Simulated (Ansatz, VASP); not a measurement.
One calculation of La, two programs

```
La
1.0
     3.78337    0.00000    0.00000
    -1.89169    3.27649    0.00000
     0.00000    0.00000    6.10902
La
2
Direct
  0.33333 0.66667 0.25000
  0.66667 0.33333 0.75000
```

Alike in both runs: task single point; functional PBE; k mesh 16 × 16 × 9; occupations fermi-dirac, width 0.1 eV; no spin polarisation.

```csv
,VASP,Ansatz
version,VASP 6.6.1,Ansatz 0.2.0
potentials or method,"VASP PAW PBE potentials, release 64 (La), cutoff 520 eV","plane waves (420 eV) with PAW, scalar-relativistic"
valence electrons in the cell,22,22
```

```tsv
	VASP	Ansatz	Ansatz less VASP
pressure (GPa)	-0.1	0.0	+0.03
```

With one functional, cell and mesh, what is left measures potentials, basis and numerics.

Spin-orbit coupling is off throughout.
